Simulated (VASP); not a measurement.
# Zn (a cell with a defect) in VASP: further runs, part 2 of 2

VASP 6.6.1. The steps go on from the part before.

## (3) Single point, LDA

INCAR reads:

```
PREC     = Accurate       # precision mode
ENCUT    = 520            # plane-wave cutoff, eV
EDIFF    = 1E-7           # SCF threshold, eV
ISMEAR   = -1             # smearing method
SIGMA    = 0.1            # smearing width, eV
LREAL    = F              # projectors in reciprocal space
LASPH    = T              # aspherical terms in the spheres
NELM     = 100            # most SCF steps
ALGO     = Normal         # electronic algorithm
ISIF     = 2              # what is computed and relaxed
LWAVE    = F              # write WAVECAR
LCHARG   = F              # write CHGCAR
NBANDS   = 51             # bands
```

KPOINTS reads:

```
Automatic mesh
0
Gamma
  2 2 2
```

POSCAR reads:

```
Zn
1.0
    0.0000000000      3.9295520000      3.9295520000
    3.9295520000      0.0000000000      3.9295520000
    3.9295520000      3.9295520000      0.0000000000
Zn
7
Direct
    0.0000000000      0.0000000000      0.0000000000
    0.0000000000      0.5000000000      0.0000000000
    0.0000000000      0.5000000000      0.5000000000
    0.5000000000      0.0000000000      0.0000000000
    0.5000000000      0.0000000000      0.5000000000
    0.5000000000      0.5000000000      0.0000000000
    0.5000000000      0.5000000000      0.5000000000
```

Potentials or basis: VASP PAW LDA potentials, release 64 (Zn).

Started as:

```console
$ cat potpaw_LDA.64/Zn/POTCAR > POTCAR
$ mpirun -np 1 vasp_std > vasp.out
```

OUTCAR:

```text
PREC = Accurate
   ENCUT = 520
   EDIFF = 1E-7
   ISMEAR = -1
   LREAL = F
   LASPH = T
   NELM = 100
   ISIF = 2

 ion  position               nearest neighbor table
   1  0.000  0.000  0.000-   2 2.78   4 2.78   3 2.78   5 2.78   2 2.78   3 2.78   6 2.78   4 2.78
                             5 2.78   6 2.78
   2  0.000  0.500  0.000-   1 2.78   3 2.78   6 2.78   3 2.78   7 2.78   1 2.78   4 2.78   4 2.78
                             6 2.78   7 2.78
   3  0.000  0.500  0.500-   2 2.78   7 2.78   1 2.78   2 2.78   6 2.78   1 2.78   5 2.78   5 2.78
                             6 2.78   7 2.78
   4  0.500  0.000  0.000-   1 2.78   5 2.78   6 2.78   5 2.78   7 2.78   2 2.78   6 2.78   7 2.78
                             1 2.78   2 2.78
   5  0.500  0.000  0.500-   4 2.78   7 2.78   1 2.78   4 2.78   6 2.78   3 2.78   6 2.78   7 2.78
                             1 2.78   3 2.78
   6  0.500  0.500  0.000-   2 2.78   4 2.78   7 2.78   3 2.78   5 2.78   7 2.78   1 2.78   4 2.78
                             5 2.78   1 2.78   2 2.78   3 2.78
   7  0.500  0.500  0.500-   3 2.78   5 2.78   6 2.78   2 2.78   4 2.78   6 2.78   4 2.78   5 2.78
                             2 2.78   3 2.78

  LATTYP: Found a face centered cubic cell.
 ALAT       =     7.8591040000

  Lattice vectors:

 A1 = (   0.0000000000,   3.9295520000,   3.9295520000)
 A2 = (   3.9295520000,   0.0000000000,   3.9295520000)
 A3 = (   3.9295520000,   3.9295520000,   0.0000000000)

Analysis of symmetry for initial positions (statically):
[... 5 lines left out ...]
 face centered cubic supercell.

 Subroutine GETGRP returns: Found 48 space group operations
 (whereof  8 operations were pure point group operations)
 out of a pool of 48 trial point group operations.

The static configuration has the point symmetry D_2h.
 The point group associated with its full space group is O_h .

Analysis of symmetry for dynamics (positions and initial velocities):
[... 5 lines left out ...]
 face centered cubic supercell.

 Subroutine GETGRP returns: Found 48 space group operations
 (whereof  8 operations were pure point group operations)
 out of a pool of 48 trial point group operations.

The dynamic configuration has the point symmetry D_2h.
 The point group associated with its full space group is O_h .

 Subroutine INISYM returns: Found 48 space group operations
 (whereof  8 operations are pure point group operations),
 and found     1 'primitive' translations

----------------------------------------------------------------------------------------

                                     Primitive cell

  volume of cell :     121.3554

  direct lattice vectors                    reciprocal lattice vectors
     0.000000000  3.929552000  3.929552000    -0.127240968  0.127240968  0.127240968
     3.929552000  0.000000000  3.929552000     0.127240968 -0.127240968  0.127240968
     3.929552000  3.929552000  0.000000000     0.127240968  0.127240968 -0.127240968

  length of vectors
     5.557225732  5.557225732  5.557225732     0.220387821  0.220387821  0.220387821

  position of ions in fractional coordinates (direct lattice)
     0.000000000  0.000000000  0.000000000
     0.000000000  0.500000000  0.000000000
     0.000000000  0.500000000  0.500000000
     0.500000000  0.000000000  0.000000000
[... 32 lines left out ...]
  Shift w.r.t. Gamma in fractional coordinates (k-lattice)
     0.000000000  0.000000000  0.000000000

 Subroutine IBZKPT returns following result:
 ===========================================

 Found      3 irreducible k-points:

 Following reciprocal coordinates:
            Coordinates               Weight
  0.000000  0.000000  0.000000      1.000000
  0.500000  0.000000  0.000000      4.000000
  0.500000  0.500000  0.000000      3.000000
   k-points           NKPTS =      3   k-points in BZ     NKDIM =      3   number of bands    NBANDS=     51
   number of dos      NEDOS =    301   number of ions     NIONS =      7
   total plane-waves  NPLWV =  74088
   dimension x,y,z NGX =    42 NGY =   42 NGZ =   42
   dimension x,y,z NGXF=    84 NGYF=   84 NGZF=   84
   ions per type =               7
   NGX,Y,Z   is equivalent  to a cutoff of  12.56, 12.56, 12.56 a.u.
   NGXF,Y,Z  is equivalent  to a cutoff of  25.13, 25.13, 25.13 a.u.
 SYSTEM =  unknown system
   PREC   = accura    normal or accurate (medium, high low for compatibility)
   ISTART =      0    job   : 0-new  1-cont  2-samecut
   ICHARG =      2    charge: 1-file 2-atom 10-const
   ISPIN  =      1    spin polarized calculation?
   LNONCOLLINEAR =      F non collinear calculations
   LSORBIT =      F    spin-orbit coupling
   LASPH  =      T    aspherical Exc in radial PAW
   ENCUT  =  520.0 eV  38.22 Ry    6.18 a.u.  10.33 10.33 10.33*2*pi/ulx,y,z
   NELM   =    100;   NELMIN=  2; NELMDL= -5     # of ELM steps
   EDIFF  = 0.1E-06   stopping-criterion for ELM
   LREAL  =      F    real-space projection
   EDIFFG = 0.1E-05   stopping-criterion for IOM
   NSW    =      0    number of steps for IOM
   IBRION =     -1    ionic relax: 0-MD 1-quasi-New 2-CG
   NFREE  =      0    steps in history (QN), initial steepest desc. (CG)
   ISIF   =      2    stress and relaxation
   ISYM   =      2    0-nonsym 1-usesym 2-fastsym
   POTIM  = 0.5000    time-step for ionic-motion
   TEBEG  =    0.0;   TEEND  =   0.0 temperature during run
   PSTRESS=    0.0 pullay stress
   NELECT =      84.0000    total number of electrons
   NUPDOWN=      -1.0000    fix difference up-down
   EMIN   =  10.00;   EMAX   =-10.00  energy-range for DOS
   EFERMI =   0.00;   METHOD = LEGACY
   ISMEAR =    -1;   SIGMA  =   0.10  broadening in eV -4-tet -1-fermi 0-gaus
   EFERMI_NEDOS =   21; number of points for ismear=-14 and -15
   IALGO  =     38    algorithm
   IMIX   =      4    mixing-type and parameters
     AMIX     =   0.40;   BMIX     =  1.00
     AMIX_MAG =   1.60;   BMIX_MAG =  1.00
  volume/ion in A,a.u.               =      17.34       116.99
  Fermi-wavevector in a.u.,A,eV,Ry     =   1.448154  2.736615 28.533476  2.097151
  Thomas-Fermi vector in A             =   2.566028
   LORBIT       =      0    0 simple, 1 ext, 2 COOP (PROOUT), +10 PAW based schemes
   GGA     = CA    functional components
   LHFCALC =     F    Hartree Fock is set to
   AEXX    =    0.0000 exact exchange contribution
   IVDW    =     0    specifies the selected vdW correction
   LEPSILON=     F    determine dielectric tensor
   LRPA    =     F    only Hartree local field effects (RPA)
 non-spin polarized calculation
  energy-cutoff  :      520.00
  volume of cell :      121.36
 maximum number of plane-waves:      3287
 NGX is ok and might be reduce to    42
   NGX = 21   NGY = 21   NGZ = 21

 number of electron      83.9999939 magnetization

 Free energy of the ion-electron system (eV)
  ---------------------------------------------------
  ext. energy  EPLUGINS =         0.00000000
  ---------------------------------------------------
  free energy    TOTEN  =       -13.45020894 eV

  energy without entropy =      -13.35950548  energy(sigma->0) =      -13.40485721

 E-fermi :   0.9357     XC(G=0): -11.1091

 val. band max:        0.9115011013   @ k =   0.5000   0.0000   0.0000
 cond. band min:       1.9760308577   @ k =   0.0000   0.0000   0.0000
 fundamental gap:      1.0645297564
 Fermi energy:         0.9357496488

 k-point     1 :       0.0000    0.0000    0.0000
  band No.  band energies     occupation
      1      -7.7528      2.00000
      2      -6.3186      2.00000
      3      -6.3186      2.00000
      4      -6.3186      2.00000
      5      -6.2916      2.00000
      6      -6.1344      2.00000
[... 151 lines left out ...]
     50       7.2453      0.00000
     51       7.4618      0.00000

------------------------ aborting loop because EDIFF is reached ----------------------------------------

  FORCE on cell =-STRESS in cart. coord.  units (eV):
  Direction    XX          YY          ZZ          XY          YZ          ZX
  --------------------------------------------------------------------------------------
  -------------------------------------------------------------------------------------
  Total       -7.3345062     -7.3345062     -7.3345062      0.0000000      0.0000000     -0.0000000
  in kB      -96.8327676    -96.8327676    -96.8327676      0.0000000      0.0000000     -0.0000000
  external PRESSURE =     -96.8327676 kB  Pullay stress =       0.0000000 kB

 VOLUME and BASIS-vectors are now :
 -----------------------------------------------------------------------------
  energy-cutoff  :      520.00
  volume of cell :      121.36
      direct lattice vectors                 reciprocal lattice vectors
     0.000000000  3.929552000  3.929552000    -0.127240968  0.127240968  0.127240968
     3.929552000  0.000000000  3.929552000     0.127240968 -0.127240968  0.127240968
     3.929552000  3.929552000  0.000000000     0.127240968  0.127240968 -0.127240968

 POSITION                                       TOTAL-FORCE (eV/Angst)
 -----------------------------------------------------------------------------------
      0.00000      0.00000      0.00000        -0.000000      0.000000      0.000000
      1.96478      0.00000      1.96478         0.000000     -0.000000     -0.000000
      3.92955      1.96478      1.96478         0.000000     -0.000000      0.000000
      0.00000      1.96478      1.96478         0.000000      0.000000     -0.000000
      1.96478      3.92955      1.96478        -0.000000     -0.000000      0.000000
      1.96478      1.96478      3.92955        -0.000000     -0.000000      0.000000
      3.92955      3.92955      3.92955        -0.000000     -0.000000      0.000000
 -----------------------------------------------------------------------------------
    total drift:                               -0.000000     -0.000000      0.000000

  FREE ENERGIE OF THE ION-ELECTRON SYSTEM (eV)
  ---------------------------------------------------
  free  energy   TOTEN  =       -13.4502089426 eV

  energy  without entropy=      -13.3595054824  energy(sigma->0) =      -13.40485721
```

Run time: 37 s. Hardware: 1 thread of AMD EPYC 7R43 (Zen 3), shared host; peak memory 0.16 GiB.

What came out:

```yaml
Free_energy: -13.4502 eV
Pressure: -9.7 GPa
Band_gap_on_the_k_mesh: zero (band 42 reaches 4.45 eV, above the bottom of band 43 at 0.69 eV)
```

Caveat: the k points lie up to 0.69 Å⁻¹ apart.
